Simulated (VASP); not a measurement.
# Li (R-3m) in VASP: further runs

The runs below take Li through single point, with PBEsol.

Program: VASP 6.6.1. These are calculated values, not measurements. Logs are shortened: lines on timing, memory, paths and dates and some standing lists are left out, and cuts for length are marked.

**1. The cell of the first run**

Symmetry: R-3m, No. 166, trigonal system. The conventional cell has a = 3.064 Å, b = 3.064 Å, c = 22.370 Å, α = 90.00°, β = 90.00°, γ = 120.00°. Within 4.0 Å of Li (site symmetry -3m) lie 12 Li at 3.05 to 3.06 Å. Li (site symmetry 3m) has 12 Li at 3.05 to 3.06 Å within 4.0 Å.

**2. Single point, PBEsol**

Input file INCAR:

```
ALGO = Normal ; EDIFF = 1E-7
ENCUT = 520 ; GGA = PS
ISIF = 2 ; ISMEAR = -1
LASPH = True ; LCHARG = False
LREAL = False ; LWAVE = False
NBANDS = 12 ; NELM = 100
PREC = Accurate ; SIGMA = 0.1
```

Input file KPOINTS:

```
k-points
0
Gamma
  12 12 12
```

Input file POSCAR:

```
Li
1.0
    1.5321716354      0.8845997061      7.4566036311
   -1.5321716354      0.8845997061      7.4566036311
    0.0000000000     -1.7691994123      7.4566036311
Li
3
Direct
    0.0000000000      1.0000000000      1.0000000000
    0.2221833269      0.2221833269      0.2221833269
    0.7778166731      0.7778166731      0.7778166731
```

Potentials or basis: VASP PAW PBE potentials, release 64 (Li_sv).

Run with:

```console
$ cat potpaw_PBE.64/Li_sv/POTCAR > POTCAR
$ mpirun -np 1 vasp_std > vasp.out
```

OUTCAR:

```text
EDIFF = 1E-7
   ENCUT = 520
   GGA = PS
   ISIF = 2
   ISMEAR = -1
   LASPH = True
   LREAL = False
   NELM = 100
   PREC = Accurate

 ion  position               nearest neighbor table
   1  0.000  0.000  0.000-
   2  0.222  0.222  0.222-
   3  0.778  0.778  0.778-

  LATTYP: Found a trigonal (rhomboedric) cell.
 ALAT       =     7.6636156135
 COS(alpha) =     0.9200575591

  Lattice vectors:

 A1 = (   1.5321716354,   0.8845997061,   7.4566036311)
 A2 = (  -1.5321716354,   0.8845997061,   7.4566036311)
 A3 = (   0.0000000000,  -1.7691994123,   7.4566036311)

Analysis of symmetry for initial positions (statically):
=====================================================================
 Subroutine PRICEL returns:
 Original cell was already a primitive cell.

 Routine SETGRP: Setting up the symmetry group for a
 trigonal (rhombohedral) supercell.

 Subroutine GETGRP returns: Found 12 space group operations
 (whereof 12 operations were pure point group operations)
 out of a pool of 12 trial point group operations.

The static configuration has the point symmetry D_3d.

Analysis of symmetry for dynamics (positions and initial velocities):
=====================================================================
 Subroutine PRICEL returns:
 Original cell was already a primitive cell.

 Routine SETGRP: Setting up the symmetry group for a
 trigonal (rhombohedral) supercell.

 Subroutine GETGRP returns: Found 12 space group operations
 (whereof 12 operations were pure point group operations)
 out of a pool of 12 trial point group operations.

The dynamic configuration has the point symmetry D_3d.

 Subroutine INISYM returns: Found 12 space group operations
 (whereof 12 operations are pure point group operations),
 and found     1 'primitive' translations

----------------------------------------------------------------------------------------

                                     Primitive cell

  volume of cell :      60.6382

  direct lattice vectors                    reciprocal lattice vectors
     1.532171635  0.884599706  7.456603631     0.326334197  0.188409136  0.044703105
    -1.532171635  0.884599706  7.456603631    -0.326334197  0.188409136  0.044703105
     0.000000000 -1.769199412  7.456603631     0.000000000 -0.376818273  0.044703105

  length of vectors
     7.663615614  7.663615614  7.663615614     0.379460641  0.379460641  0.379460641

  position of ions in fractional coordinates (direct lattice)
     0.000000000  0.000000000  0.000000000
     0.222183327  0.222183327  0.222183327
     0.777816673  0.777816673  0.777816673

  ion indices of the primitive-cell ions
   primitive index   ion index
                 1           1
                 2           2
                 3           3

----------------------------------------------------------------------------------------

 KPOINTS: k-points

Automatic generation of k-mesh.
 Grid dimensions read from file:
 generate k-points for:   12   12   12

 Generating k-lattice:

  Cartesian coordinates                     Fractional coordinates (reciprocal lattice)
     0.027194516  0.015700761  0.003725259     0.083333333 -0.000000000 -0.000000000
    -0.027194516  0.015700761  0.003725259    -0.000000000  0.083333333 -0.000000000
     0.000000000 -0.031401523  0.003725259    -0.000000000 -0.000000000  0.083333333

  Length of vectors
     0.031621720  0.031621720  0.031621720

  Shift w.r.t. Gamma in fractional coordinates (k-lattice)
     0.000000000  0.000000000  0.000000000

 Subroutine IBZKPT returns following result:
 ===========================================

 Found    189 irreducible k-points:

 Following reciprocal coordinates:
            Coordinates               Weight
  0.000000  0.000000  0.000000      1.000000
  0.083333  0.000000 -0.000000      6.000000
  0.166667  0.000000  0.000000      6.000000
  0.250000  0.000000  0.000000      6.000000
  0.333333 -0.000000  0.000000      6.000000
  0.416667  0.000000 -0.000000      6.000000
[... 16 lines left out ...]
  0.500000  0.166667  0.000000     12.000000
 -0.416667  0.166667  0.000000     12.000000
 [... further k-points ...]
   k-points           NKPTS =    189   k-points in BZ     NKDIM =    189   number of bands    NBANDS=     12
   number of dos      NEDOS =    301   number of ions     NIONS =      3
   total plane-waves  NPLWV = 216000
   dimension x,y,z NGX =    60 NGY =   60 NGZ =   60
   dimension x,y,z NGXF=   120 NGYF=  120 NGZF=  120
   ions per type =               3
   NGX,Y,Z   is equivalent  to a cutoff of  13.02, 13.02, 13.02 a.u.
   NGXF,Y,Z  is equivalent  to a cutoff of  26.03, 26.03, 26.03 a.u.
 SYSTEM =  unknown system
   PREC   = accura    normal or accurate (medium, high low for compatibility)
   ISTART =      0    job   : 0-new  1-cont  2-samecut
   ICHARG =      2    charge: 1-file 2-atom 10-const
   ISPIN  =      1    spin polarized calculation?
   LNONCOLLINEAR =      F non collinear calculations
   LSORBIT =      F    spin-orbit coupling
   LASPH  =      T    aspherical Exc in radial PAW
   ENCUT  =  520.0 eV  38.22 Ry    6.18 a.u.  14.25 14.25 14.25*2*pi/ulx,y,z
   NELM   =    100;   NELMIN=  2; NELMDL= -5     # of ELM steps
   EDIFF  = 0.1E-06   stopping-criterion for ELM
   LREAL  =      F    real-space projection
   EDIFFG = 0.1E-05   stopping-criterion for IOM
   NSW    =      0    number of steps for IOM
   IBRION =     -1    ionic relax: 0-MD 1-quasi-New 2-CG
   NFREE  =      0    steps in history (QN), initial steepest desc. (CG)
   ISIF   =      2    stress and relaxation
   ISYM   =      2    0-nonsym 1-usesym 2-fastsym
   POTIM  = 0.5000    time-step for ionic-motion
   TEBEG  =    0.0;   TEEND  =   0.0 temperature during run
   PSTRESS=    0.0 pullay stress
   NELECT =       9.0000    total number of electrons
   NUPDOWN=      -1.0000    fix difference up-down
   EMIN   =  10.00;   EMAX   =-10.00  energy-range for DOS
   EFERMI =   0.00;   METHOD = LEGACY
   ISMEAR =    -1;   SIGMA  =   0.10  broadening in eV -4-tet -1-fermi 0-gaus
   EFERMI_NEDOS =   21; number of points for ismear=-14 and -15
   IALGO  =     38    algorithm
   IMIX   =      4    mixing-type and parameters
     AMIX     =   0.40;   BMIX     =  1.00
     AMIX_MAG =   1.60;   BMIX_MAG =  1.00
  volume/ion in A,a.u.               =      20.21       136.40
  Fermi-wavevector in a.u.,A,eV,Ry     =   0.866776  1.637969 10.222063  0.751300
  Thomas-Fermi vector in A             =   1.985214
   LORBIT       =      0    0 simple, 1 ext, 2 COOP (PROOUT), +10 PAW based schemes
   GGA     = PS    functional components
   LHFCALC =     F    Hartree Fock is set to
   AEXX    =    0.0000 exact exchange contribution
   IVDW    =     0    specifies the selected vdW correction
   LEPSILON=     F    determine dielectric tensor
   LRPA    =     F    only Hartree local field effects (RPA)
 non-spin polarized calculation
  energy-cutoff  :      520.00
  volume of cell :       60.64
 maximum number of plane-waves:      1655
 NGX is ok and might be reduce to    60
   NGX = 29   NGY = 29   NGZ = 29

 number of electron       9.0000007 magnetization

 Free energy of the ion-electron system (eV)
  ---------------------------------------------------
  ext. energy  EPLUGINS =         0.00000000
  ---------------------------------------------------
  free energy    TOTEN  =        -5.92853825 eV

  energy without entropy =       -5.88319826  energy(sigma->0) =       -5.90586825

 E-fermi :   0.6154     XC(G=0):  -7.0245

 val. band max:        0.6072777619   @ k =  -0.1667   0.1667   0.1667
 cond. band min:       0.6267886313   @ k =  -0.2500   0.3333   0.2500
 fundamental gap:      0.0195108694
 Fermi energy:         0.6153584770

 k-point     1 :       0.0000    0.0000    0.0000
  band No.  band energies     occupation
      1     -45.2734      2.00000
      2     -45.2594      2.00000
      3     -45.2575      2.00000
      4      -2.9241      2.00000
      5      -0.9480      2.00000
      6      -0.9471      2.00000
      7       6.4230      0.00000
      8       6.4261      0.00000
      9      13.4190      0.00000
     10      13.4190      0.00000
     11      13.5575      0.00000
     12      13.5575      0.00000

 k-point     2 :       0.0833    0.0000   -0.0000
  band No.  band energies     occupation
      1     -45.2723      2.00000
      2     -45.2588      2.00000
      3     -45.2566      2.00000
      4      -2.8125      2.00000
      5      -0.9350      2.00000
      6      -0.7223      2.00000
      7       6.2480      0.00000
      8       6.7267      0.00000
      9      12.1402      0.00000
     10      12.6121      0.00000
     11      12.9268      0.00000
     12      13.0917      0.00000

 k-point     3 :       0.1667    0.0000    0.0000
  band No.  band energies     occupation
      1     -45.2691      2.00000
      2     -45.2572      2.00000
      3     -45.2546      2.00000
      4      -2.4780      2.00000
      5      -0.6915      2.00000
      6      -0.2581      1.99968
      7       6.1507      0.00000
      8       7.1369      0.00000
      9      10.0767      0.00000
     10      11.0612      0.00000
     11      11.5693      0.00000
     12      12.0578      0.00000
[... 286 lines left out ...]
 k-point    23 :       0.5000    0.1667    0.0000
  band No.  band energies     occupation
      1     -45.2546      2.00000
      2     -45.2503      2.00000
      3     -45.2479      2.00000
      4       0.2223      1.96149
      5       1.2913      0.00232
      6       2.5372      0.00000
      7       4.1843      0.00000
      8       5.2279      0.00000
      9       5.8847      0.00000
     10       6.7363      0.00000
     11       7.8391      0.00000
     12       9.3239      0.00000

 k-point    24 :      -0.4167    0.1667    0.0000
  band No.  band energies     occupation
      1     -45.2533      2.00000
      2     -45.2495      2.00000
      3     -45.2479      2.00000
      4       0.9858      0.04803
      5       1.7960      0.00001
      6       2.0928      0.00000
      7       4.2864      0.00000
      8       4.5466      0.00000
      9       5.1499      0.00000
     10       7.0382      0.00000
     11       7.5938      0.00000
     12       9.3299      0.00000

 [... further k-points ...]

------------------------ aborting loop because EDIFF is reached ----------------------------------------

  FORCE on cell =-STRESS in cart. coord.  units (eV):
  Direction    XX          YY          ZZ          XY          YZ          ZX
  --------------------------------------------------------------------------------------
  -------------------------------------------------------------------------------------
  Total       -0.0286892     -0.0286892     -0.0267914      0.0000000      0.0000000     -0.0000000
  in kB       -0.7580224     -0.7580224     -0.7078788      0.0000000      0.0000000     -0.0000000
  external PRESSURE =      -0.7413079 kB  Pullay stress =       0.0000000 kB

 VOLUME and BASIS-vectors are now :
 -----------------------------------------------------------------------------
  energy-cutoff  :      520.00
  volume of cell :       60.64
      direct lattice vectors                 reciprocal lattice vectors
     1.532171635  0.884599706  7.456603631     0.326334197  0.188409136  0.044703105
    -1.532171635  0.884599706  7.456603631    -0.326334197  0.188409136  0.044703105
     0.000000000 -1.769199412  7.456603631     0.000000000 -0.376818273  0.044703105

 POSITION                                       TOTAL-FORCE (eV/Angst)
 -----------------------------------------------------------------------------------
      0.00000      0.00000      0.00000         0.000000     -0.000000     -0.000000
      0.00000     -0.00000      4.97020         0.000000     -0.000000      0.002144
      0.00000     -0.00000     17.39961         0.000000      0.000000     -0.002144
 -----------------------------------------------------------------------------------
    total drift:                                0.000000      0.000000      0.000000

  FREE ENERGIE OF THE ION-ELECTRON SYSTEM (eV)
  ---------------------------------------------------
  free  energy   TOTEN  =        -5.9285382477 eV

  energy  without entropy=       -5.8831982590  energy(sigma->0) =       -5.90586825
```

Run time: 11 min. Hardware: 1 thread of Oxide Virtual Turin-like, shared host; peak memory 0.46 GiB.

Results:

* Free energy: -5.9285 eV
* Band gap on the k mesh: zero (an odd number of electrons rules out a gap without spin polarisation)

Forces in eV/Å, atoms in the order of the input:
```
Li   0.000  0.000  0.000
Li   0.000  0.000  0.002
Li   0.000  0.000 -0.002
```

Caveat: the cutoff is under 1.25 times the usual one of these potentials, so pressure, stress and relaxed cells hold a basis-set (Pulay) error; the PAW data sets were made with another functional, which shifts forces and pressure a little.

**3. Single point, PBEsol (17.79 Å³/atom)**

This run uses another cell than the first one, of 17.79 Å³/atom.

Input file INCAR:

```
  PREC = Accurate
  ENCUT = 520
  EDIFF = 1E-6
  ISMEAR = -1
  SIGMA = 0.1
  LREAL = F
  LASPH = T
  NELM = 60
  ALGO = Normal
  ISIF = 2
  LWAVE = F
  LCHARG = F
  GGA = PS
  NBANDS = 12
```

Input file KPOINTS:

```
Automatic mesh
0
Gamma
  13 13 13
```

Input file POSCAR:

```
Li
1.0
    1.4682555196      0.8476977195      7.1455437409
   -1.4682555196      0.8476977195      7.1455437409
    0.0000000000     -1.6953954390      7.1455437409
Li
3
Direct
    0.0000000000      1.0000000000      1.0000000000
    0.2221833269      0.2221833269      0.2221833269
    0.7778166731      0.7778166731      0.7778166731
```

Potentials or basis: VASP PAW PBE potentials, release 64 (Li_sv).

Run with:

```console
$ cat potpaw_PBE.64/Li_sv/POTCAR > POTCAR
$ mpirun -np 1 vasp_std > vasp.out
```

Run time: 11 min. Hardware: 1 thread of Oxide Virtual Turin-like, shared host; peak memory 0.41 GiB.

Results (log left out):

```
Free energy            : -5.8756 eV
Largest force          : 0.004 eV/Å
Band gap on the k mesh : zero (an odd number of electrons rules out a gap without spin polarisation)
```

Forces in eV/Å, atoms in the order of the input:
```
Li   0.000  0.000  0.000
Li   0.000  0.000  0.004
Li   0.000  0.000 -0.004
```

Levels at points of the mesh, in eV from the Fermi level:
| k point | band 2 | band 3 | band 4 | band 5 | band 6 | band 7 | band 8 | band 9 |
| --- | --- | --- | --- | --- | --- | --- | --- | --- |
| (0.00, 0.00, 0.00) | -45.68 | -45.68 | -3.72 | -1.66 | -1.66 | 6.37 | 6.37 | 13.96 |

Caveat: the cutoff is under 1.25 times the usual one of these potentials, so pressure, stress and relaxed cells hold a basis-set (Pulay) error; the PAW data sets were made with another functional, which shifts forces and pressure a little.

(Part 1 of 2 ends here.)
